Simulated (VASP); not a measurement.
# CaS (Fm-3m) in VASP: further runs

The runs below take CaS through single point, with PBE+D3(BJ), PBEsol, PBE.

All numbers are computed with VASP 6.6.1; they aren't measurements. Logs are shortened: lines on timing, memory, paths and dates and some standing lists are left out, and cuts for length are marked.

## (1) The cell of the first run

It takes space group Fm-3m (No. 225, cubic). The conventional cell has a = 5.705 Å, b = 5.705 Å, c = 5.705 Å, α = 90.00°, β = 90.00°, γ = 90.00°. Within 3.8 Å of Ca (site symmetry m-3m) lie 6 S at 2.85 Å. Within 3.8 Å of S (site symmetry m-3m) lie 6 Ca at 2.85 Å.

## (2) Single point, PBE+D3(BJ)

File INCAR:

```
SYSTEM = CaS
  PREC = Accurate
  ENCUT = 500
  EDIFF = 1E-6
  ISMEAR = 0
  SIGMA = 0.1
  LREAL = .FALSE.
  LASPH = .TRUE.
  NELM = 120
  ALGO = Normal
  ISIF = 2
  LWAVE = .FALSE.
  LCHARG = .TRUE.
  GGA = PE
  IVDW = 12
  LELF = .TRUE.
  LVHAR = .TRUE.
  NBANDS = 15
  GGA_COMPAT = .FALSE.
```

File KPOINTS:

```
regular mesh
0
G
  4 4 4
  0 0 0
```

File POSCAR:

```
CaS
1.0
    0.0000000000      2.8523742917      2.8523742917
    2.8523742917      0.0000000000      2.8523742917
    2.8523742917      2.8523742917      0.0000000000
Ca S
1 1
Direct
    0.0000000000      0.0000000000      0.0000000000
    0.5000000000      0.5000000000      0.5000000000
```

Potentials or basis: VASP PAW PBE potentials, release 64 (Ca_sv, S).

Launch:

```
$ cat potpaw_PBE.64/Ca_sv/POTCAR potpaw_PBE.64/S/POTCAR > POTCAR
$ mpirun -np 1 vasp_std > vasp.out
```

OUTCAR:

```text
SYSTEM = CaS
   PREC = Accurate
   ENCUT = 500
   EDIFF = 1E-6
   ISMEAR = 0
   LREAL = .FALSE.
   LASPH = .TRUE.
   NELM = 120
   ISIF = 2
   GGA = PE
   IVDW = 12
 IVDW          = 12

 ion  position               nearest neighbor table
   1  0.000  0.000  0.000-   2 2.85   2 2.85   2 2.85   2 2.85   2 2.85   2 2.85
   2  0.500  0.500  0.500-   1 2.85   1 2.85   1 2.85   1 2.85   1 2.85   1 2.85

  LATTYP: Found a face centered cubic cell.
 ALAT       =     5.7047485834

  Lattice vectors:

 A1 = (   0.0000000000,   2.8523742917,   2.8523742917)
 A2 = (   2.8523742917,   0.0000000000,   2.8523742917)
 A3 = (   2.8523742917,   2.8523742917,   0.0000000000)

Analysis of symmetry for initial positions (statically):
=====================================================================
 Subroutine PRICEL returns:
 Original cell was already a primitive cell.

 Routine SETGRP: Setting up the symmetry group for a
 face centered cubic supercell.

 Subroutine GETGRP returns: Found 48 space group operations
 (whereof 48 operations were pure point group operations)
 out of a pool of 48 trial point group operations.

The static configuration has the point symmetry O_h .

Analysis of symmetry for dynamics (positions and initial velocities):
=====================================================================
 Subroutine PRICEL returns:
 Original cell was already a primitive cell.

 Routine SETGRP: Setting up the symmetry group for a
 face centered cubic supercell.

 Subroutine GETGRP returns: Found 48 space group operations
 (whereof 48 operations were pure point group operations)
 out of a pool of 48 trial point group operations.

The dynamic configuration has the point symmetry O_h .

 Subroutine INISYM returns: Found 48 space group operations
 (whereof 48 operations are pure point group operations),
 and found     1 'primitive' translations

----------------------------------------------------------------------------------------

                                     Primitive cell

  volume of cell :      46.4141

  direct lattice vectors                    reciprocal lattice vectors
     0.000000000  2.852374292  2.852374292    -0.175292563  0.175292563  0.175292563
     2.852374292  0.000000000  2.852374292     0.175292563 -0.175292563  0.175292563
     2.852374292  2.852374292  0.000000000     0.175292563  0.175292563 -0.175292563

  length of vectors
     4.033866408  4.033866408  4.033866408     0.303615625  0.303615625  0.303615625

  position of ions in fractional coordinates (direct lattice)
     0.000000000  0.000000000  0.000000000
     0.500000000  0.500000000  0.500000000

  ion indices of the primitive-cell ions
   primitive index   ion index
                 1           1
                 2           2

----------------------------------------------------------------------------------------

 KPOINTS: regular mesh

Automatic generation of k-mesh.
 Grid dimensions read from file:
 generate k-points for:    4    4    4

 Generating k-lattice:

  Cartesian coordinates                     Fractional coordinates (reciprocal lattice)
    -0.043823141  0.043823141  0.043823141     0.250000000  0.000000000  0.000000000
     0.043823141 -0.043823141  0.043823141     0.000000000  0.250000000  0.000000000
     0.043823141  0.043823141 -0.043823141     0.000000000  0.000000000  0.250000000

  Length of vectors
     0.075903906  0.075903906  0.075903906

  Shift w.r.t. Gamma in fractional coordinates (k-lattice)
     0.000000000  0.000000000  0.000000000

 Subroutine IBZKPT returns following result:
 ===========================================

 Found      8 irreducible k-points:

 Following reciprocal coordinates:
            Coordinates               Weight
  0.000000  0.000000  0.000000      1.000000
  0.250000  0.000000  0.000000      8.000000
  0.500000  0.000000  0.000000      4.000000
  0.250000  0.250000  0.000000      6.000000
  0.500000  0.250000  0.000000     24.000000
 -0.250000  0.250000  0.000000     12.000000
  0.500000  0.500000  0.000000      3.000000
 -0.250000  0.500000  0.250000      6.000000
   k-points           NKPTS =      8   k-points in BZ     NKDIM =      8   number of bands    NBANDS=     15
   number of dos      NEDOS =    301   number of ions     NIONS =      2
   total plane-waves  NPLWV =  27000
   dimension x,y,z NGX =    30 NGY =   30 NGZ =   30
   dimension x,y,z NGXF=    60 NGYF=   60 NGZF=   60
   ions per type =               1   1
   NGX,Y,Z   is equivalent  to a cutoff of  12.36, 12.36, 12.36 a.u.
   NGXF,Y,Z  is equivalent  to a cutoff of  24.73, 24.73, 24.73 a.u.
 SYSTEM =  CaS
   PREC   = accura    normal or accurate (medium, high low for compatibility)
   ISTART =      0    job   : 0-new  1-cont  2-samecut
   ICHARG =      2    charge: 1-file 2-atom 10-const
   ISPIN  =      1    spin polarized calculation?
   LNONCOLLINEAR =      F non collinear calculations
   LSORBIT =      F    spin-orbit coupling
   LASPH  =      T    aspherical Exc in radial PAW
   ENCUT  =  500.0 eV  36.75 Ry    6.06 a.u.   7.35  7.35  7.35*2*pi/ulx,y,z
   NELM   =    120;   NELMIN=  2; NELMDL= -5     # of ELM steps
   EDIFF  = 0.1E-05   stopping-criterion for ELM
   LREAL  =      F    real-space projection
   EDIFFG = 0.1E-04   stopping-criterion for IOM
   NSW    =      0    number of steps for IOM
   IBRION =     -1    ionic relax: 0-MD 1-quasi-New 2-CG
   NFREE  =      0    steps in history (QN), initial steepest desc. (CG)
   ISIF   =      2    stress and relaxation
   ISYM   =      2    0-nonsym 1-usesym 2-fastsym
   POTIM  = 0.5000    time-step for ionic-motion
   TEBEG  =    0.0;   TEEND  =   0.0 temperature during run
   PSTRESS=    0.0 pullay stress
   NELECT =      16.0000    total number of electrons
   NUPDOWN=      -1.0000    fix difference up-down
   EMIN   =  10.00;   EMAX   =-10.00  energy-range for DOS
   EFERMI =   0.00;   METHOD = LEGACY
   ISMEAR =     0;   SIGMA  =   0.10  broadening in eV -4-tet -1-fermi 0-gaus
   EFERMI_NEDOS =   21; number of points for ismear=-14 and -15
   IALGO  =     38    algorithm
   IMIX   =      4    mixing-type and parameters
     AMIX     =   0.40;   BMIX     =  1.00
     AMIX_MAG =   1.60;   BMIX_MAG =  1.00
  volume/ion in A,a.u.               =      23.21       156.61
  Fermi-wavevector in a.u.,A,eV,Ry     =   1.147885  2.169188 17.927575  1.317640
  Thomas-Fermi vector in A             =   2.284563
   LORBIT       =      0    0 simple, 1 ext, 2 COOP (PROOUT), +10 PAW based schemes
   GGA     = PE    functional components
   LHFCALC =     F    Hartree Fock is set to
   AEXX    =    0.0000 exact exchange contribution
   IVDW    =    12    specifies the selected vdW correction
   LEPSILON=     F    determine dielectric tensor
   LRPA    =     F    only Hartree local field effects (RPA)
 non-spin polarized calculation
 Gauss-broadening in eV      SIGMA  =   0.10
  energy-cutoff  :      500.00
  volume of cell :       46.41
 maximum number of plane-waves:      1243
 NGX is ok and might be reduce to    30
   NGX = 15   NGY = 15   NGZ = 15

 number of electron      16.0000004 magnetization

 Free energy of the ion-electron system (eV)
  ---------------------------------------------------
  ext. energy  EPLUGINS =         0.00000000
  ---------------------------------------------------
  free energy    TOTEN  =       -10.35348291 eV

  energy without entropy =      -10.35348291  energy(sigma->0) =      -10.35348291

 E-fermi :   3.2122     XC(G=0):  -9.2902

 val. band max:        2.7014938360   @ k =   0.0000   0.0000   0.0000
 cond. band min:       5.0619842006   @ k =   0.5000   0.5000   0.0000
 fundamental gap:      2.3604903646
 Fermi energy:         3.2121872508

 k-point     1 :       0.0000    0.0000    0.0000
  band No.  band energies     occupation
      1     -36.5274      2.00000
      2     -17.5065      2.00000
      3     -17.5065      2.00000
      4     -17.5065      2.00000
      5      -8.6067      2.00000
      6       2.7015      2.00000
      7       2.7015      2.00000
      8       2.7015      2.00000
      9       6.8131      0.00000
     10       6.8571      0.00000
     11       6.8571      0.00000
     12       6.8571      0.00000
     13       7.4458      0.00000
     14       7.4458      0.00000
     15      13.5500      0.00000

 k-point     2 :       0.2500    0.0000    0.0000
  band No.  band energies     occupation
      1     -36.5219      2.00000
      2     -17.5892      2.00000
      3     -17.5129      2.00000
      4     -17.5129      2.00000
      5      -8.2303      2.00000
      6       0.8860      2.00000
      7       2.0383      2.00000
      8       2.0383      2.00000
      9       6.9743      0.00000
     10       7.6588      0.00000
     11       7.6588      0.00000
     12       8.8575      0.00000
     13       8.8575      0.00000
     14       8.9230      0.00000
     15      13.0262      0.00000

 k-point     3 :       0.5000    0.0000    0.0000
  band No.  band energies     occupation
      1     -36.5163      2.00000
      2     -17.6690      2.00000
      3     -17.5194      2.00000
      4     -17.5194      2.00000
      5      -7.8062      2.00000
      6      -0.3760      2.00000
      7       1.5530      2.00000
      8       1.5530      2.00000
      9       7.9058      0.00000
     10       8.7374      0.00000
     11       8.8712      0.00000
     12       8.8712      0.00000
     13      10.8063      0.00000
     14      10.8063      0.00000
     15      11.5299      0.00000

 k-point     4 :       0.2500    0.2500    0.0000
  band No.  band energies     occupation
      1     -36.5201      2.00000
      2     -17.5772      2.00000
      3     -17.5302      2.00000
      4     -17.5302      2.00000
      5      -8.2007      2.00000
      6       0.7486      2.00000
      7       2.1717      2.00000
      8       2.1717      2.00000
      9       5.8085      0.00000
     10       7.8385      0.00000
     11       7.8608      0.00000
     12       8.5766      0.00000
     13       8.5766      0.00000
     14      11.0688      0.00000
     15      12.5551      0.00000

 k-point     5 :       0.5000    0.2500    0.0000
  band No.  band energies     occupation
      1     -36.5146      2.00000
      2     -17.6282      2.00000
      3     -17.5566      2.00000
      4     -17.5367      2.00000
      5      -7.8986      2.00000
      6       0.2718      2.00000
      7       1.2447      2.00000
      8       1.7166      2.00000
      9       6.5111      0.00000
     10       8.9679      0.00000
     11       9.0746      0.00000
     12       9.2182      0.00000
     13       9.4400      0.00000
     14      10.3046      0.00000
     15      11.5663      0.00000

 k-point     6 :      -0.2500    0.2500    0.0000
  band No.  band energies     occupation
      1     -36.5164      2.00000
      2     -17.6202      2.00000
      3     -17.5601      2.00000
      4     -17.5195      2.00000
      5      -7.9259      2.00000
      6       0.2491      2.00000
      7       1.3649      2.00000
      8       1.6142      2.00000
      9       7.8210      0.00000
     10       8.1572      0.00000
     11       8.3074      0.00000
     12       8.7210      0.00000
     13       9.8324      0.00000
     14      10.7899      0.00000
     15      12.5783      0.00000

 k-point     7 :       0.5000    0.5000    0.0000
  band No.  band energies     occupation
      1     -36.5129      2.00000
      2     -17.6261      2.00000
      3     -17.5540      2.00000
      4     -17.5540      2.00000
      5      -7.9872      2.00000
      6       0.4344      2.00000
      7       1.8981      2.00000
      8       1.8981      2.00000
      9       5.0620      0.00000
     10       8.2844      0.00000
     11       8.6882      0.00000
     12       9.4422      0.00000
     13       9.4571      0.00000
     14       9.4571      0.00000
     15      13.0214      0.00000

 k-point     8 :      -0.2500    0.5000    0.2500
  band No.  band energies     occupation
      1     -36.5128      2.00000
      2     -17.5900      2.00000
      3     -17.5900      2.00000
      4     -17.5637      2.00000
      5      -7.8735      2.00000
      6       0.9288      2.00000
      7       0.9288      2.00000
      8       1.1606      2.00000
      9       7.5143      0.00000
     10       7.5143      0.00000
     11       8.6748      0.00000
     12       9.0969      0.00000
     13       9.4654      0.00000
     14      11.9618      0.00000
     15      12.7548      0.00000

------------------------ aborting loop because EDIFF is reached ----------------------------------------

 Edisp (eV)   -0.66563

 E8    (eV) :    -0.2939

  FORCE on cell =-STRESS in cart. coord.  units (eV):
  Direction    XX          YY          ZZ          XY          YZ          ZX
  --------------------------------------------------------------------------------------
  -------------------------------------------------------------------------------------
  Total      -0.55079    -0.55079    -0.55079     0.00000    -0.00000     0.00000
  in kB     -19.01276   -19.01276   -19.01276     0.00000    -0.00000     0.00000
  external pressure =      -19.01 kB  Pullay stress =        0.00 kB

 VOLUME and BASIS-vectors are now :
 -----------------------------------------------------------------------------
  energy-cutoff  :      500.00
  volume of cell :       46.41
      direct lattice vectors                 reciprocal lattice vectors
     0.000000000  2.852374292  2.852374292    -0.175292563  0.175292563  0.175292563
     2.852374292  0.000000000  2.852374292     0.175292563 -0.175292563  0.175292563
     2.852374292  2.852374292  0.000000000     0.175292563  0.175292563 -0.175292563

 POSITION                                       TOTAL-FORCE (eV/Angst)
 -----------------------------------------------------------------------------------
      0.00000      0.00000      0.00000         0.000000     -0.000000     -0.000000
      2.85237      2.85237      2.85237        -0.000000      0.000000      0.000000
 -----------------------------------------------------------------------------------
    total drift:                               -0.000000      0.000000      0.000000

  FREE ENERGIE OF THE ION-ELECTRON SYSTEM (eV)
  ---------------------------------------------------
  free  energy   TOTEN  =       -11.0191099490 eV

  energy  without entropy=      -11.0191099490  energy(sigma->0) =      -11.01910995
```

It took 17 s on 1 thread of Intel Xeon 8259CL, shared host; peak memory 0.17 GiB.

What came out:

```
Free energy                : -11.0191 eV
Pressure                   : -1.9 GPa
Band gap on the k mesh     : 2.36 eV (least direct gap 3.16 eV)
Dispersion energy per atom : -0.333 eV
```

Caveat: the k points lie up to 0.48 Å⁻¹ apart.

(Continued in part 2 of 2.)
